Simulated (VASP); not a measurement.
# AlN (Cmc2_1) in VASP: further runs, part 2 of 2

VASP 6.6.1.

**4. Single point, LDA**

This run uses another cell than the first one, of 10.73 Å³/atom, 1.025 times its volume.

File INCAR:

```
SYSTEM = AlN
PREC     = Accurate       ! precision mode
ENCUT    = 520            ! plane-wave cutoff, eV
EDIFF    = 1E-6           ! SCF threshold, eV
ISMEAR   = 0              ! smearing method
SIGMA    = 0.05           ! smearing width, eV
LREAL    = .False.        ! projectors in reciprocal space
LASPH    = .True.         ! aspherical terms in the spheres
NELM     = 80             ! most SCF steps
ALGO     = Normal         ! electronic algorithm
ISIF     = 2              ! what is computed and relaxed
LWAVE    = .False.        ! write WAVECAR
LCHARG   = .True.         ! write CHGCAR
GGA      = CA             ! functional
LELF     = .True.         ! ELF
LVHAR    = .True.       
NBANDS   = 16             ! bands
```

File KPOINTS:

```
Automatic mesh
0
Gamma
  9 9 6
  0 0 0
```

File POSCAR:

```
AlN
1.0
    3.1403243997      0.0000000000      0.0000000000
   -1.5701621999      2.7196007063      0.0000000000
    0.0000000000      0.0000000000      5.0263297624
Al N
2 2
Direct
    0.3204731808      0.6409463615      0.0015212672
    0.6795268192      0.3590536385      0.5015212672
    0.3448088621      0.6896177243      0.3834787328
    0.6551911379      0.3103822757      0.8834787328
```

Potentials or basis: VASP PAW LDA potentials, release 64 (Al, N).

Run with:

```
$ cat potpaw_LDA.64/Al/POTCAR potpaw_LDA.64/N/POTCAR > POTCAR
$ mpirun -np 1 vasp_std > vasp.out
```

OUTCAR:

```text
SYSTEM = AlN
   PREC = Accurate
   ENCUT = 520
   EDIFF = 1E-6
   ISMEAR = 0
   LREAL = .False.
   LASPH = .True.
   NELM = 80
   ISIF = 2
   GGA = CA

 ion  position               nearest neighbor table
   1  0.320  0.641  0.002-   4 1.90   4 1.90   4 1.91   3 1.92   2 3.06   2 3.06   2 3.06   2 3.06
                             2 3.18   2 3.18
   2  0.680  0.359  0.502-   3 1.90   3 1.90   3 1.91   4 1.92   1 3.06   1 3.06   1 3.06   1 3.06
                             1 3.18   1 3.18
   3  0.345  0.690  0.383-   2 1.90   2 1.90   2 1.91   1 1.92
   4  0.655  0.310  0.883-   1 1.90   1 1.90   1 1.91   2 1.92

  LATTYP: Found a hexagonal cell.
 ALAT       =     3.1403243997
 C/A-ratio  =     1.6005766038

  Lattice vectors:

 A1 = (   3.1403243997,   0.0000000000,   0.0000000000)
 A2 = (  -1.5701621999,   2.7196007063,   0.0000000000)
 A3 = (   0.0000000000,   0.0000000000,   5.0263297624)

Analysis of symmetry for initial positions (statically):
=====================================================================
 Subroutine PRICEL returns:
 Original cell was already a primitive cell.

[... 179 lines left out ...]
 fundamental gap:      3.9292569068
 Fermi energy:         5.9520760625

 k-point     1 :       0.0000    0.0000    0.0000
  band No.  band energies     occupation
      1      -9.2315      2.00000
      2      -7.0920      2.00000
      3      -0.2863      2.00000
      4       4.7447      2.00000
      5       4.8070      2.00000
      6       5.3218      2.00000
[... 433 lines left out ...]
      3       0.6716      2.00000
      4       1.6800      2.00000
      5       2.4768      2.00000
      6       2.5090      2.00000
[... 8 lines left out ...]
     15      17.7609      0.00000
     16      19.8530      0.00000

 [... further k-points ...]

------------------------ aborting loop because EDIFF is reached ----------------------------------------

  FORCE on cell =-STRESS in cart. coord.  units (eV):
  Direction    XX          YY          ZZ          XY          YZ          ZX
  --------------------------------------------------------------------------------------
  -------------------------------------------------------------------------------------
  Total       -2.5670452     -2.5164147     -2.3106590      0.0000000      0.0000000      0.0000000
  in kB      -95.8105773    -93.9208819    -86.2414015      0.0000000      0.0000000      0.0000000
  external PRESSURE =     -91.9909536 kB  Pullay stress =       0.0000000 kB

 VOLUME and BASIS-vectors are now :
 -----------------------------------------------------------------------------
  energy-cutoff  :      520.00
  volume of cell :       42.93
      direct lattice vectors                 reciprocal lattice vectors
     3.140324400  0.000000000  0.000000000     0.318438439  0.183850519  0.000000000
    -1.570162200  2.719600706  0.000000000     0.000000000  0.367701037  0.000000000
     0.000000000  0.000000000  5.026329762     0.000000000  0.000000000  0.198952327

 POSITION                                       TOTAL-FORCE (eV/Angst)
 -----------------------------------------------------------------------------------
      0.00000      1.74312      0.00765        -0.000000      0.365430      0.045890
      1.57016      0.97648      2.52081         0.000000     -0.365430      0.045890
     -0.00000      1.87548      1.92749         0.000000     -0.210087     -0.045890
      1.57016      0.84412      4.44066        -0.000000      0.210087     -0.045890
 -----------------------------------------------------------------------------------
    total drift:                               -0.000000     -0.000000      0.000578

  FREE ENERGIE OF THE ION-ELECTRON SYSTEM (eV)
  ---------------------------------------------------
  free  energy   TOTEN  =       -32.7458426029 eV

  energy  without entropy=      -32.7458426029  energy(sigma->0) =      -32.74584260
```

Run time: 25 s. Hardware: 1 thread of AMD EPYC 9R45 (Zen 5), shared host; peak memory 0.15 GiB.

Results:

```yaml
Free_energy: -32.7458 eV
Pressure: -9.2 GPa
Largest_force: 0.368 eV/Å
Band_gap_on_the_k_mesh: 3.93 eV, direct
```

Forces on the atoms (eV/Å):
```
Al   0.000  0.365  0.046
Al   0.000 -0.365  0.046
N    0.000 -0.210 -0.046
N    0.000  0.210 -0.046
```

Stress tensor (GPa, compression positive):
```
-9.58  0.00  0.00
 0.00 -9.39  0.00
 0.00  0.00 -8.62
```

Levels at points of the mesh, in eV from the valence-band top:
```csv
k point,band 5,band 6,band 7,band 8,band 9,band 10,band 11,band 12
"(0.00, 0.00, 0.00)",-0.86,-0.35,-0.15,0.00,3.93,6.27,10.14,10.50
"(0.00, 0.00, 0.50)",-0.61,-0.61,-0.55,-0.55,6.12,6.12,9.87,9.87
```

A k mesh can miss the band edges. LDA gaps usually lie below the measured ones, often by a third to a half.

**5. Single point, LDA**

This run uses another cell than the first one, of 10.73 Å³/atom, 1.025 times its volume.

File INCAR:

```
PREC     = Accurate       # precision mode
ENCUT    = 520            # plane-wave cutoff, eV
EDIFF    = 1E-6           # SCF threshold, eV
ISMEAR   = 0              # smearing method
SIGMA    = 0.05           # smearing width, eV
LREAL    = False          # projectors in reciprocal space
LASPH    = True           # aspherical terms in the spheres
NELM     = 100            # most SCF steps
ALGO     = Normal         # electronic algorithm
ISIF     = 2              # what is computed and relaxed
LWAVE    = False          # write WAVECAR
LCHARG   = True           # write CHGCAR
GGA      = CA             # functional
LELF     = True           # ELF
LVHAR    = True         
NBANDS   = 16             # bands
```

File KPOINTS:

```
Automatic mesh
0
Gamma
  9 9 6
```

File POSCAR:

```
AlN
1.0
    3.1403243997      0.0000000000      0.0000000000
   -1.5701621999      2.7196007063      0.0000000000
    0.0000000000      0.0000000000      5.0263297624
Al N
2 2
Direct
    0.3269032571      0.6538065141      0.0015212672
    0.6730967429      0.3461934859      0.5015212672
    0.3390710977      0.6781421955      0.3834787328
    0.6609289023      0.3218578045      0.8834787328
```

Run with:

```
$ cat potpaw_LDA.64/Al/POTCAR potpaw_LDA.64/N/POTCAR > POTCAR
$ mpirun -np 1 vasp_std > vasp.out
```

Run time: 24 s. Hardware: 1 thread of AMD EPYC 9R45 (Zen 5), shared host; peak memory 0.15 GiB.

The run converged. Its results:

```yaml
Free_energy: -32.7750 eV
Pressure: -9.1 GPa
Largest_force: 0.190 eV/Å
Band_gap_on_the_k_mesh: 3.97 eV, direct
```

Forces on the atoms (eV/Å):
```
Al   0.000  0.188  0.026
Al   0.000 -0.188  0.026
N    0.000 -0.103 -0.026
N    0.000  0.103 -0.026
```

Stress tensor (GPa, compression positive):
```
-9.44  0.00  0.00
 0.00 -9.24  0.00
 0.00  0.00 -8.66
```

Levels at points of the mesh, in eV from the valence-band top:
```
           k point  band 4  band 5  band 6  band 7  band 8  band 9  band 10  band 11  band 12  band 13
(0.00, 0.00, 0.00)   -0.89   -0.86   -0.27   -0.17    0.00    3.97     6.29    10.23    10.61    10.87
(0.00, 0.00, 0.50)   -3.30   -0.57   -0.57   -0.54   -0.54    6.16     6.16     9.90     9.90    11.05
```
